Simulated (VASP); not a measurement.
# Ta (Im-3m) in VASP: a series of runs, part 2 of 2

VASP 6.6.1. Earlier steps stand in the parts before.

## Step 3: Single point, PBE

Input file INCAR:

```
ALGO = Normal
EDIFF = 1E-6
ENCUT = 520
GGA = PE
ISIF = 2
ISMEAR = 0
LASPH = T
LCHARG = F
LREAL = F
LWAVE = F
NBANDS = 12
NELM = 60
PREC = Accurate
SIGMA = 0.026000000000000002
```

Input file KPOINTS:

```
k-points
0
Gamma
  11 11 11
```

Input file POSCAR:

```
Ta
1.0
   -1.6512800000      1.6512800000      1.6512800000
    1.6512800000     -1.6512800000      1.6512800000
    1.6512800000      1.6512800000     -1.6512800000
Ta
1
Direct
    0.0000000000      0.0000000000      0.0000000000
```

Potentials or basis: VASP PAW PBE potentials, release 64 (Ta_pv).

Launch:

```sh
> cat potpaw_PBE.64/Ta_pv/POTCAR > POTCAR
> mpirun -np 1 vasp_std > vasp.out
```

Wall time 7.7 s (1 thread of Intel Xeon 8259CL, shared host); peak memory 0.14 GiB.

It converged, with:

- Free energy: -11.8153 eV
- Pressure: 2.2 GPa

Levels at points of the mesh, in eV from the Fermi level:
| k point | band 1 | band 2 | band 3 | band 4 | band 5 | band 6 | band 7 | band 8 | band 9 | band 10 |
| --- | --- | --- | --- | --- | --- | --- | --- | --- | --- | --- |
| (0.00, 0.00, 0.00) | -33.03 | -33.03 | -33.03 | -7.89 | 0.77 | 0.77 | 0.77 | 4.04 | 4.04 | 14.74 |

Caveat: spin-orbit coupling is left out, which moves the levels of the heavy elements.

## Step 4: Single point, PBE+D3(BJ)

This run uses another cell than the first one, of 17.70 Å³/atom, 0.983 times its volume.

Input file INCAR:

```
SYSTEM = Ta
  PREC = Accurate
  ENCUT = 520
  EDIFF = 1E-7
  ISMEAR = -1
  SIGMA = 0.05
  LREAL = .False.
  LASPH = .True.
  NELM = 60
  ALGO = Normal
  ISIF = 2
  LWAVE = .False.
  LCHARG = .False.
  GGA = PE
  IVDW = 12
  NBANDS = 12
```

Input file KPOINTS:

```
regular mesh
0
Gamma
  11 11 11
  0 0 0
```

Input file POSCAR:

```
Ta
1.0
   -1.6416964703      1.6416964703      1.6416964703
    1.6416964703     -1.6416964703      1.6416964703
    1.6416964703      1.6416964703     -1.6416964703
Ta
1
Direct
    0.0000000000      0.0000000000      0.0000000000
```

Potentials or basis: VASP PAW PBE potentials, release 64 (Ta_pv).

Launch:

```sh
> cat potpaw_PBE.64/Ta_pv/POTCAR > POTCAR
> mpirun -np 1 vasp_std > vasp.out
```

OUTCAR:

```text
SYSTEM = Ta
   PREC = Accurate
   ENCUT = 520
   EDIFF = 1E-7
   ISMEAR = -1
   LREAL = .False.
   LASPH = .True.
   NELM = 60
   ISIF = 2
   GGA = PE
   IVDW = 12
 IVDW          = 12

 ion  position               nearest neighbor table
   1  0.000  0.000  0.000-

  LATTYP: Found a body centered cubic cell.
 ALAT       =     3.2833929406

  Lattice vectors:

 A1 = (  -1.6416964703,   1.6416964703,   1.6416964703)
 A2 = (   1.6416964703,  -1.6416964703,   1.6416964703)
 A3 = (   1.6416964703,   1.6416964703,  -1.6416964703)

Analysis of symmetry for initial positions (statically):
=====================================================================
 Subroutine PRICEL returns:
 Original cell was already a primitive cell.

 Routine SETGRP: Setting up the symmetry group for a
 body centered cubic supercell.

 Subroutine GETGRP returns: Found 48 space group operations
 (whereof 48 operations were pure point group operations)
 out of a pool of 48 trial point group operations.

The static configuration has the point symmetry O_h .

[... 166 lines left out ...]
  band No.  band energies     occupation
      1     -27.3692      2.00000
      2     -27.3692      2.00000
      3     -27.3692      2.00000
      4      -2.3542      2.00000
      5       6.3658      0.00000
      6       6.3658      0.00000
      7       6.3658      0.00000
      8       9.7011      0.00000
      9       9.7011      0.00000
     10      20.3898      0.00000
     11      20.7228      0.00000
     12      20.7228      0.00000
[... 331 lines left out ...]
 k-point    24 :       0.3636    0.1818    0.0909
  band No.  band energies     occupation
      1     -28.3947      2.00000
      2     -27.9351      2.00000
      3     -27.5740      2.00000
      4       2.7544      2.00000
      5       4.0085      2.00000
      6       5.6876      0.46964
      7      10.1496      0.00000
      8      10.7371      0.00000
      9      14.9570      0.00000
     10      15.9592      0.00000
     11      19.2079      0.00000
     12      20.3956      0.00000

 [... further k-points ...]

------------------------ aborting loop because EDIFF is reached ----------------------------------------

 Edisp (eV)   -0.67457

 E8    (eV) :    -0.3533

  FORCE on cell =-STRESS in cart. coord.  units (eV):
  Direction    XX          YY          ZZ          XY          YZ          ZX
  --------------------------------------------------------------------------------------
  -------------------------------------------------------------------------------------
  Total       0.01585     0.01585     0.01585     0.00000    -0.00000     0.00000
  in kB       1.43467     1.43467     1.43467     0.00000    -0.00000     0.00000
  external pressure =        1.43 kB  Pullay stress =        0.00 kB

 VOLUME and BASIS-vectors are now :
 -----------------------------------------------------------------------------
  energy-cutoff  :      520.00
  volume of cell :       17.70
      direct lattice vectors                 reciprocal lattice vectors
    -1.641696470  1.641696470  1.641696470     0.000000000  0.304562999  0.304562999
     1.641696470 -1.641696470  1.641696470     0.304562999  0.000000000  0.304562999
     1.641696470  1.641696470 -1.641696470     0.304562999  0.304562999  0.000000000

 POSITION                                       TOTAL-FORCE (eV/Angst)
 -----------------------------------------------------------------------------------
      0.00000      0.00000      0.00000        -0.000000     -0.000000      0.000000
 -----------------------------------------------------------------------------------
    total drift:                                0.000000      0.000000     -0.000000

  FREE ENERGIE OF THE ION-ELECTRON SYSTEM (eV)
  ---------------------------------------------------
  free  energy   TOTEN  =       -12.4841206322 eV

  energy  without entropy=      -12.4767398682  energy(sigma->0) =      -12.48043025
```

OSZICAR:

```text
N       E                     dE             d eps       ncg     rms          rms(c)
DAV:   1     0.613944642319E+02    0.61394E+02   -0.61036E+03  1344   0.876E+02
DAV:   2    -0.112853999977E+02   -0.72680E+02   -0.70926E+02  1496   0.243E+02
DAV:   3    -0.122514499837E+02   -0.96605E+00   -0.95944E+00  1608   0.270E+01
DAV:   4    -0.122539169729E+02   -0.24670E-02   -0.24668E-02  1500   0.149E+00
DAV:   5    -0.122539259260E+02   -0.89531E-05   -0.89529E-05  1608   0.826E-02    0.139E+01
DAV:   6    -0.119149153484E+02    0.33901E+00   -0.27351E-01  1564   0.564E+00    0.686E+00
DAV:   7    -0.118103252465E+02    0.10459E+00   -0.24297E-01  1540   0.501E+00    0.387E-01
DAV:   8    -0.118095600935E+02    0.76515E-03   -0.79939E-03  1456   0.675E-01    0.814E-02
DAV:   9    -0.118095547800E+02    0.53135E-05   -0.58453E-05  1588   0.836E-02    0.268E-02
DAV:  10    -0.118095484859E+02    0.62941E-05   -0.28245E-06  1464   0.192E-02    0.322E-03
DAV:  11    -0.118095483235E+02    0.16233E-06   -0.15482E-07  1316   0.435E-03    0.920E-04
DAV:  12    -0.118095482273E+02    0.96246E-07   -0.12863E-08   772   0.131E-03
   1 F= -.12484121E+02 E0= -.12480430E+02  d E =-.738076E-02
```

stdout:

```text
POSCAR found type information on POSCAR Ta
 POSCAR found :  1 types and       1 ions
 scaLAPACK will be used
 LDA part: xc-table for (Slater+PW92), standard interpolation
 POSCAR, INCAR and KPOINTS ok, starting setup
 FFT: planning ... GRIDC
 FFT: planning ... GRID_SOFT
 FFT: planning ... GRID
 WAVECAR not read
 entering main loop
```

It took 9.2 s on 1 thread of Intel Xeon 8259CL, shared host; peak memory 0.16 GiB.

What came out:

| Item | Value |
| --- | --- |
| Free energy | -12.4841 eV |
| Pressure | 0.1 GPa |
| Dispersion energy per atom | -0.675 eV |

Caveat: spin-orbit coupling is left out, which moves the levels of the heavy elements; pairwise dispersion overbinds metals, which lowers pressure and volume.

## Step 5: Single point, BLYP

Input file INCAR:

```
SYSTEM = Ta
PREC = Accurate ; ENCUT = 520
EDIFF = 1E-7 ; ISMEAR = -1
SIGMA = 0.05 ; LREAL = .False.
LASPH = .True. ; NELM = 60
ALGO = Normal ; ISIF = 2
LWAVE = .False. ; LCHARG = .True.
GGA = B5 ; ALDAX = 1.0
AGGAX = 1.0 ; AGGAC = 1.0
ALDAC = 0.0 ; LELF = .True.
LVHAR = .True. ; NBANDS = 12
```

Input file KPOINTS:

```
Automatic mesh
0
Gamma
  11 11 11
  0 0 0
```

Input file POSCAR:

```
Ta
1.0
   -1.6512800000      1.6512800000      1.6512800000
    1.6512800000     -1.6512800000      1.6512800000
    1.6512800000      1.6512800000     -1.6512800000
Ta
1
Direct
    0.0000000000      0.0000000000      0.0000000000
```

Launch:

```sh
> cat potpaw_PBE.64/Ta_pv/POTCAR > POTCAR
> mpirun -np 1 vasp_std > vasp.out
```

Run time: 14 s. Hardware: 1 thread of Intel Xeon 8259CL, shared host; peak memory 0.14 GiB.

It converged, with:

```yaml
Free_energy: -10.2779 eV
Pressure: 10.0 GPa
```

Levels at points of the mesh, in eV from the Fermi level:
| k point | band 2 | band 3 | band 4 | band 5 | band 6 | band 7 | band 8 | band 9 |
| --- | --- | --- | --- | --- | --- | --- | --- | --- |
| (0.00, 0.00, 0.00) | -32.96 | -32.96 | -7.76 | 0.62 | 0.62 | 0.62 | 3.90 | 3.90 |

Caveat: the PAW data sets were made with another functional, which shifts forces and pressure a little; spin-orbit coupling is left out, which moves the levels of the heavy elements.

## Step 6: Single point, PBE

Input file INCAR:

```
PREC     = Accurate       # precision mode
ENCUT    = 520            # plane-wave cutoff, eV
EDIFF    = 1E-6           # SCF threshold, eV
ISMEAR   = 0              # smearing method
SIGMA    = 0.012          # smearing width, eV
LREAL    = False          # projectors in reciprocal space
LASPH    = True           # aspherical terms in the spheres
NELM     = 60             # most SCF steps
ALGO     = Fast           # electronic algorithm
ISIF     = 2              # what is computed and relaxed
LWAVE    = False          # write WAVECAR
LCHARG   = True           # write CHGCAR
GGA      = PE             # functional
LELF     = True           # ELF
LVHAR    = True         
NBANDS   = 12             # bands
```

Input file KPOINTS:

```
Automatic mesh
0
Gamma
  11 11 11
```

POSCAR is that of step 5.

Potentials or basis: VASP PAW PBE potentials, release 64 (Ta_pv).

Launch:

```sh
> cat potpaw_PBE.64/Ta_pv/POTCAR > POTCAR
> mpirun -np 1 vasp_std > vasp.out
```

It took 12 s on 1 thread of Intel Xeon 8259CL, shared host; peak memory 0.14 GiB.

The run converged. Its results:

```
Free energy : -11.8153 eV
Pressure    : 2.2 GPa
```

Levels at points of the mesh, in eV from the Fermi level:
| k point | band 3 | band 4 | band 5 | band 6 | band 7 | band 8 |
| --- | --- | --- | --- | --- | --- | --- |
| (0.00, 0.00, 0.00) | -33.01 | -7.87 | 0.79 | 0.79 | 0.79 | 4.06 |

Caveat: spin-orbit coupling is left out, which moves the levels of the heavy elements.

## Step 7: Overview

```tsv
level	cell	smearing	gap on the mesh (eV)	pressure (GPa)
PBE	a = 2.860 Å, angles 109.5°, 1 atom	gaussian 0.025 eV	none	2.2
PBE	a = 2.860 Å, angles 109.5°, 1 atom	gaussian 0.026 eV	none	2.2
PBE+D3(BJ)	a = 2.844 Å, angles 109.5°, 1 atom	fermi-dirac 0.05 eV	none	0.1
BLYP	a = 2.860 Å, angles 109.5°, 1 atom	fermi-dirac 0.05 eV	none	10.0
PBE	a = 2.860 Å, angles 109.5°, 1 atom	gaussian 0.012 eV	none	2.2
```

Alike in all rows: task single point; potentials or basis VASP PAW PBE potentials, release 64 (Ta_pv); no spin polarisation; k mesh 11 × 11 × 11; cutoff (eV) 520.

Every run on the cell as given and a fine mesh finds a metal. The pressure there spans 2.2 GPa (PBE) to 10.0 GPa (BLYP); a positive pressure means that this level wants a larger cell, a negative one a smaller.

Caveats: spin-orbit coupling is left out, which moves the levels of the heavy elements; pairwise dispersion overbinds metals, which lowers pressure and volume (some runs); the PAW data sets were made with another functional, which shifts forces and pressure a little (some runs).

Total energies depend on the potentials used, so only differences within one code and one set of settings carry meaning.
